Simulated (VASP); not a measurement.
# InAs (F-43m) in VASP: notebook

Runs on InAs. Level: PBE. Tasks: single point, relaxation of cell and atoms.

Everything below comes from runs of VASP 6.6.1. Logs are shortened: lines on timing, memory, paths and dates and some standing lists are left out, and cuts for length are marked.

### Step 1. The cell of the first run

Symmetry: F-43m, No. 216, cubic system. Conventional cell: a = 6.187 Å, b = 6.187 Å, c = 6.187 Å, α = 90.00°, β = 90.00°, γ = 90.00°. Within 3.5 Å of In (site symmetry -43m) lie 4 As at 2.68 Å. Within 3.5 Å of As (site symmetry -43m) lie 4 In at 2.68 Å.

### Step 2. Single point, PBE

The input, INCAR:

```
SYSTEM = InAs
PREC = Accurate
ENCUT = 520
EDIFF = 1E-6
ISMEAR = 0
SIGMA = 0.15
LREAL = .FALSE.
LASPH = .TRUE.
NELM = 80
ALGO = Normal
ISIF = 2
LWAVE = .FALSE.
LCHARG = .FALSE.
GGA = PE
NBANDS = 26
```

The input, KPOINTS:

```
regular mesh
0
G
  8 8 6
  0 0 0
```

The input, POSCAR:

```
InAs
1.0
    0.0000000000     -3.0933796579     -3.0933796579
    0.0000000000      3.0933796579     -3.0933796579
    6.1867593157      0.0000000000      0.0000000000
In As
2 2
Direct
    0.5000000000      0.5000000000      0.5000000000
    0.0000000000      0.0000000000      0.0000000000
    1.0000000000      0.5000000000      0.2500000000
    0.5000000000      0.0000000000      0.7500000000
```

Potentials or basis: VASP PAW PBE potentials, release 64 (In_d, As).

Command:

```sh
$ cat potpaw_PBE.64/In_d/POTCAR potpaw_PBE.64/As/POTCAR > POTCAR
$ mpirun -np 1 vasp_std > vasp.out
```

OUTCAR:

```text
SYSTEM = InAs
   PREC = Accurate
   ENCUT = 520
   EDIFF = 1E-6
   ISMEAR = 0
   LREAL = .FALSE.
   LASPH = .TRUE.
   NELM = 80
   ISIF = 2
   GGA = PE

 ion  position               nearest neighbor table
   1  0.500  0.500  0.500-   3 2.68   4 2.68   4 2.68   3 2.68
   2  0.000  0.000  0.000-   3 2.68   4 2.68   3 2.68   4 2.68
   3  0.000  0.500  0.250-   1 2.68   2 2.68   2 2.68   1 2.68
   4  0.500  0.000  0.750-   1 2.68   2 2.68   1 2.68   2 2.68

  LATTYP: Found a simple tetragonal cell.
 ALAT       =     4.3746994658
 C/A-ratio  =     1.4142135624

  Lattice vectors:

 A1 = (   0.0000000000,  -3.0933796579,  -3.0933796579)
 A2 = (   0.0000000000,   3.0933796579,  -3.0933796579)
 A3 = (   6.1867593157,   0.0000000000,   0.0000000000)

Analysis of symmetry for initial positions (statically):
=====================================================================
 Subroutine PRICEL returns following result:

  LATTYP: Found a face centered cubic cell.
 ALAT       =     6.1867593157

  Lattice vectors:

 A1 = (  -3.0933796578,   0.0000000000,   3.0933796579)
 A2 = (  -3.0933796579,  -3.0933796579,   0.0000000000)
 A3 = (   0.0000000000,  -3.0933796579,   3.0933796579)

   2 primitive cells build up your supercell.

 Routine SETGRP: Setting up the symmetry group for a
 simple tetragonal supercell.

 Subroutine GETGRP returns: Found  8 space group operations
 (whereof  8 operations were pure point group operations)
 out of a pool of 16 trial point group operations.

The static configuration has the point symmetry D_2d.

Analysis of symmetry for dynamics (positions and initial velocities):
=====================================================================
 Subroutine PRICEL returns following result:

  LATTYP: Found a face centered cubic cell.
 ALAT       =     6.1867593157

  Lattice vectors:

 A1 = (  -3.0933796578,   0.0000000000,   3.0933796579)
 A2 = (  -3.0933796579,  -3.0933796579,   0.0000000000)
 A3 = (   0.0000000000,  -3.0933796579,   3.0933796579)

   2 primitive cells build up your supercell.

 Routine SETGRP: Setting up the symmetry group for a
 simple tetragonal supercell.

 Subroutine GETGRP returns: Found  8 space group operations
 (whereof  8 operations were pure point group operations)
 out of a pool of 16 trial point group operations.

The dynamic configuration has the point symmetry D_2d.

 Subroutine INISYM returns: Found  8 space group operations
 (whereof  8 operations are pure point group operations),
 and found     2 'primitive' translations

----------------------------------------------------------------------------------------

                                     Primitive cell

  volume of cell :      59.2011

  direct lattice vectors                    reciprocal lattice vectors
    -3.093379658  0.000000000  3.093379658    -0.161635510  0.161635510  0.161635510
    -3.093379658 -3.093379658  0.000000000    -0.161635510 -0.161635510 -0.161635510
     0.000000000 -3.093379658  3.093379658     0.161635510 -0.161635510  0.161635510

  length of vectors
     4.374699466  4.374699466  4.374699466     0.279960916  0.279960916  0.279960916

  position of ions in fractional coordinates (direct lattice)
     0.000000000  1.000000000  0.000000000
     0.750000000  0.750000000  0.750000000

  ion indices of the primitive-cell ions
   primitive index   ion index
                 1           1
                 2           3

----------------------------------------------------------------------------------------

 KPOINTS: regular mesh

Automatic generation of k-mesh.
 Grid dimensions read from file:
 generate k-points for:    8    8    6

 Generating k-lattice:

  Cartesian coordinates                     Fractional coordinates (reciprocal lattice)
     0.000000000 -0.020204439 -0.020204439     0.125000000  0.000000000  0.000000000
     0.000000000  0.020204439 -0.020204439     0.000000000  0.125000000  0.000000000
     0.026939252  0.000000000  0.000000000     0.000000000  0.000000000  0.166666667

  Length of vectors
     0.028573391  0.028573391  0.026939252

  Shift w.r.t. Gamma in fractional coordinates (k-lattice)
     0.000000000  0.000000000  0.000000000

 Subroutine IBZKPT returns following result:
 ===========================================

 Found     60 irreducible k-points:

 Following reciprocal coordinates:
            Coordinates               Weight
  0.000000  0.000000  0.000000      1.000000
  0.125000  0.000000  0.000000      4.000000
  0.250000  0.000000  0.000000      4.000000
  0.375000  0.000000  0.000000      4.000000
  0.500000  0.000000  0.000000      2.000000
  0.125000  0.125000  0.000000      4.000000
[... 16 lines left out ...]
  0.375000  0.125000  0.166667     16.000000
  0.500000  0.125000  0.166667      8.000000
 [... further k-points ...]
   k-points           NKPTS =     60   k-points in BZ     NKDIM =     60   number of bands    NBANDS=     26
   number of dos      NEDOS =    301   number of ions     NIONS =      4
   total plane-waves  NPLWV =  62208
   dimension x,y,z NGX =    36 NGY =   36 NGZ =   48
   dimension x,y,z NGXF=    72 NGYF=   72 NGZF=   96
   ions per type =               2   2
   NGX,Y,Z   is equivalent  to a cutoff of  13.68, 13.68, 12.90 a.u.
   NGXF,Y,Z  is equivalent  to a cutoff of  27.36, 27.36, 25.80 a.u.
 SYSTEM =  InAs
   PREC   = accura    normal or accurate (medium, high low for compatibility)
   ISTART =      0    job   : 0-new  1-cont  2-samecut
   ICHARG =      2    charge: 1-file 2-atom 10-const
   ISPIN  =      1    spin polarized calculation?
   LNONCOLLINEAR =      F non collinear calculations
   LSORBIT =      F    spin-orbit coupling
   LASPH  =      T    aspherical Exc in radial PAW
   ENCUT  =  520.0 eV  38.22 Ry    6.18 a.u.   8.13  8.13 11.50*2*pi/ulx,y,z
   NELM   =     80;   NELMIN=  2; NELMDL= -5     # of ELM steps
   EDIFF  = 0.1E-05   stopping-criterion for ELM
   LREAL  =      F    real-space projection
   EDIFFG = 0.1E-04   stopping-criterion for IOM
   NSW    =      0    number of steps for IOM
   IBRION =     -1    ionic relax: 0-MD 1-quasi-New 2-CG
   NFREE  =      0    steps in history (QN), initial steepest desc. (CG)
   ISIF   =      2    stress and relaxation
   ISYM   =      2    0-nonsym 1-usesym 2-fastsym
   POTIM  = 0.5000    time-step for ionic-motion
   TEBEG  =    0.0;   TEEND  =   0.0 temperature during run
   PSTRESS=    0.0 pullay stress
   NELECT =      36.0000    total number of electrons
   NUPDOWN=      -1.0000    fix difference up-down
   EMIN   =  10.00;   EMAX   =-10.00  energy-range for DOS
   EFERMI =   0.00;   METHOD = LEGACY
   ISMEAR =     0;   SIGMA  =   0.15  broadening in eV -4-tet -1-fermi 0-gaus
   EFERMI_NEDOS =   21; number of points for ismear=-14 and -15
   IALGO  =     38    algorithm
   IMIX   =      4    mixing-type and parameters
     AMIX     =   0.40;   BMIX     =  1.00
     AMIX_MAG =   1.60;   BMIX_MAG =  1.00
  volume/ion in A,a.u.               =      29.60       199.75
  Fermi-wavevector in a.u.,A,eV,Ry     =   1.100836  2.080278 16.488069  1.211839
  Thomas-Fermi vector in A             =   2.237253
   LORBIT       =      0    0 simple, 1 ext, 2 COOP (PROOUT), +10 PAW based schemes
   GGA     = PE    functional components
   LHFCALC =     F    Hartree Fock is set to
   AEXX    =    0.0000 exact exchange contribution
   IVDW    =     0    specifies the selected vdW correction
   LEPSILON=     F    determine dielectric tensor
   LRPA    =     F    only Hartree local field effects (RPA)
 non-spin polarized calculation
 Gauss-broadening in eV      SIGMA  =   0.15
  energy-cutoff  :      520.00
  volume of cell :      118.40
 maximum number of plane-waves:      3228
 NGX is ok and might be reduce to    36

 number of electron      35.9999985 magnetization

 Free energy of the ion-electron system (eV)
  ---------------------------------------------------
  ext. energy  EPLUGINS =         0.00000000
  ---------------------------------------------------
  free energy    TOTEN  =       -15.43801219 eV

  energy without entropy =      -15.43710071  energy(sigma->0) =      -15.43755645

 E-fermi :   3.9314     XC(G=0):  -8.7959

 val. band max:        3.8401968949   @ k =   0.0000   0.0000   0.0000
 cond. band min:       4.6515383053   @ k =   0.5000   0.0000   0.5000
 fundamental gap:      0.8113414104
 Fermi energy:         3.9313728417

 k-point     1 :       0.0000    0.0000    0.0000
  band No.  band energies     occupation
      1     -10.5689      2.00000
      2     -10.4274      2.00000
      3     -10.4274      2.00000
      4     -10.4272      2.00000
      5     -10.3640      2.00000
      6     -10.3640      2.00000
[... 18 lines left out ...]
     25      11.1158      0.00000
     26      12.5989      0.00000

 k-point     2 :       0.1250    0.0000    0.0000
  band No.  band energies     occupation
      1     -10.5639      2.00000
      2     -10.4379      2.00000
      3     -10.4248      2.00000
      4     -10.4228      2.00000
      5     -10.3701      2.00000
      6     -10.3663      2.00000
[... 18 lines left out ...]
     25      11.7102      0.00000
     26      11.7246      0.00000

 k-point     3 :       0.2500    0.0000    0.0000
  band No.  band energies     occupation
      1     -10.5517      2.00000
      2     -10.4639      2.00000
      3     -10.4177      2.00000
      4     -10.4129      2.00000
      5     -10.3815      2.00000
      6     -10.3728      2.00000
[... 572 lines left out ...]
 k-point    23 :       0.3750    0.1250    0.1667
  band No.  band energies     occupation
      1     -10.5370      2.00000
      2     -10.5062      2.00000
      3     -10.4021      2.00000
      4     -10.3983      2.00000
      5     -10.3941      2.00000
      6     -10.3811      2.00000
[... 18 lines left out ...]
     25       9.3902      0.00000
     26      10.8832      0.00000

 k-point    24 :       0.5000    0.1250    0.1667
  band No.  band energies     occupation
      1     -10.5256      2.00000
      2     -10.5256      2.00000
      3     -10.3970      2.00000
      4     -10.3970      2.00000
      5     -10.3897      2.00000
      6     -10.3897      2.00000
[... 18 lines left out ...]
     25      10.0312      0.00000
     26      10.0312      0.00000

 [... further k-points ...]

------------------------ aborting loop because EDIFF is reached ----------------------------------------

  FORCE on cell =-STRESS in cart. coord.  units (eV):
  Direction    XX          YY          ZZ          XY          YZ          ZX
  --------------------------------------------------------------------------------------
  -------------------------------------------------------------------------------------
  Total        0.0195686      0.0389442      0.0389442      0.0000000      0.0000000      0.0000000
  in kB        0.2647960      0.5269800      0.5269800      0.0000000      0.0000000      0.0000000
  external PRESSURE =       0.4395854 kB  Pullay stress =       0.0000000 kB

 VOLUME and BASIS-vectors are now :
 -----------------------------------------------------------------------------
  energy-cutoff  :      520.00
  volume of cell :      118.40
      direct lattice vectors                 reciprocal lattice vectors
     0.000000000 -3.093379658 -3.093379658     0.000000000 -0.161635510 -0.161635510
     0.000000000  3.093379658 -3.093379658     0.000000000  0.161635510 -0.161635510
     6.186759316  0.000000000  0.000000000     0.161635510  0.000000000  0.000000000

 POSITION                                       TOTAL-FORCE (eV/Angst)
 -----------------------------------------------------------------------------------
      3.09338      0.00000     -3.09338         0.000000     -0.000000     -0.000000
      0.00000      0.00000      0.00000        -0.000000     -0.000000     -0.000000
      1.54669      1.54669     -1.54669        -0.000000      0.000000      0.000000
      4.64007     -1.54669     -1.54669        -0.000000      0.000000      0.000000
 -----------------------------------------------------------------------------------
    total drift:                                0.000000      0.000000     -0.000000

  FREE ENERGIE OF THE ION-ELECTRON SYSTEM (eV)
  ---------------------------------------------------
  free  energy   TOTEN  =       -15.4380121930 eV

  energy  without entropy=      -15.4371007096  energy(sigma->0) =      -15.43755645
```

It took 4.1 min on 1 thread of Intel Xeon 8259CL, shared host; peak memory 0.34 GiB.

Results:

- Free energy: -15.4380 eV
- Pressure: 0.0 GPa
- Band gap on the k mesh: zero (filled and empty bands touch)

Caveat: semilocal functionals underestimate gaps, so a narrow gap can read as zero; spin-orbit coupling is left out, which moves the levels of the heavy elements.

### Step 3. Single point, PBE

This run uses another cell than the first one: it holds 8 atoms, not 4.

The input, INCAR:

```
SYSTEM = InAs
  ALGO = Normal
  EDIFF = 1E-6
  ENCUT = 520
  GGA = PE
  ISIF = 2
  ISMEAR = 0
  LASPH = .TRUE.
  LCHARG = .FALSE.
  LREAL = .FALSE.
  LWAVE = .FALSE.
  NBANDS = 46
  NELM = 100
  PREC = Accurate
  SIGMA = 0.15
```

The input, KPOINTS:

```
k-points
0
G
  6 6 6
  0 0 0
```

The input, POSCAR:

```
InAs
1.0
    6.1867593157      0.0000000000      0.0000000000
    0.0000000000     -6.1867593157      0.0000000000
    0.0000000000      0.0000000000     -6.1867593157
In As
4 4
Direct
    0.0000000000      0.0000000000      0.0000000000
    0.5000000000      0.5000000000      0.0000000000
    0.5000000000      0.0000000000      0.5000000000
    0.0000000000      0.5000000000      0.5000000000
    0.7500000000      0.7500000000      0.7500000000
    0.2500000000      0.2500000000      0.7500000000
    0.2500000000      0.7500000000      0.2500000000
    0.7500000000      0.2500000000      0.2500000000
```

Potentials or basis: VASP PAW PBE potentials, release 64 (In_d, As).

Command:

```sh
$ cat potpaw_PBE.64/In_d/POTCAR potpaw_PBE.64/As/POTCAR > POTCAR
$ mpirun -np 1 vasp_std > vasp.out
```

Run time: 6.9 min. Hardware: 1 thread of Intel Xeon 8259CL, shared host; peak memory 0.43 GiB.

The run converged. Its results:

| Property | Result |
| --- | --- |
| Free energy | -30.8799 eV |
| Pressure | 0.0 GPa |
| Band gap on the k mesh | zero (filled and empty bands touch) |

Levels at points of the mesh, in eV from the Fermi level:
| k point | band 33 | band 34 | band 35 | band 36 | band 37 | band 38 | band 39 | band 40 |
| --- | --- | --- | --- | --- | --- | --- | --- | --- |
| (0.00, 0.00, 0.00) | -2.20 | -0.64 | -0.10 | -0.10 | -0.10 | 1.56 | 1.56 | 1.56 |
| (0.50, 0.00, 0.00) | -1.38 | -1.38 | -1.38 | -1.38 | 2.20 | 2.20 | 2.49 | 2.49 |
| (0.50, 0.50, 0.00) | -1.04 | -1.04 | -1.04 | -1.04 | 2.33 | 2.33 | 2.33 | 2.33 |
| (0.50, 0.50, 0.50) | -0.99 | -0.99 | -0.99 | -0.99 | 0.71 | 0.71 | 0.71 | 0.71 |

Caveat: semilocal functionals underestimate gaps, so a narrow gap can read as zero; spin-orbit coupling is left out, which moves the levels of the heavy elements.

### Step 4. Single point, PBE

This run uses another cell than the first one: it holds 2 atoms, not 4.

The input, INCAR:

```
  ALGO = Normal
  EDIFF = 1E-6
  ENCUT = 520
  GGA = PE
  ISIF = 2
  ISMEAR = -1
  LASPH = T
  LCHARG = F
  LREAL = F
  LWAVE = F
  NBANDS = 16
  NELM = 60
  PREC = Accurate
  SIGMA = 0.15
```

The input, KPOINTS:

```
k-points
0
Gamma
  12 12 12
```

The input, POSCAR:

```
InAs
1.0
    0.0000000000      2.7959298528      2.7959298528
    2.7959298528      0.0000000000      2.7959298528
    2.7959298528      2.7959298528      0.0000000000
In As
1 1
Direct
    0.0000000000      0.0000000000      0.0000000000
    0.7500000000      0.7500000000      0.7500000000
```

Command:

```sh
$ cat potpaw_PBE.64/In_d/POTCAR potpaw_PBE.64/As/POTCAR > POTCAR
$ mpirun -np 1 vasp_std > vasp.out
```

Run time: 88 s. Hardware: 1 thread of Intel Xeon 8259CL, shared host; peak memory 0.2 GiB.

The run converged. Its results:

* Free energy: -6.6174 eV
* Pressure: 30.2 GPa
* Band gap on the k mesh: 0.99 eV

Levels at points of the mesh, in eV from the valence-band top:
```
           k point  band 7  band 8  band 9  band 10  band 11  band 12
(0.00, 0.00, 0.00)    0.00    0.00    0.00     0.99     3.92     3.92
(0.50, 0.00, 0.00)   -7.22   -1.40   -1.40     1.48     4.71     4.71
(0.50, 0.50, 0.00)   -7.03   -3.26   -3.26     1.06     1.94    10.86
```

Caveat: the cell stands under pressure; spin-orbit coupling is left out, which moves the levels of the heavy elements. A k mesh can miss the band edges.

[end of part 1 of 2]
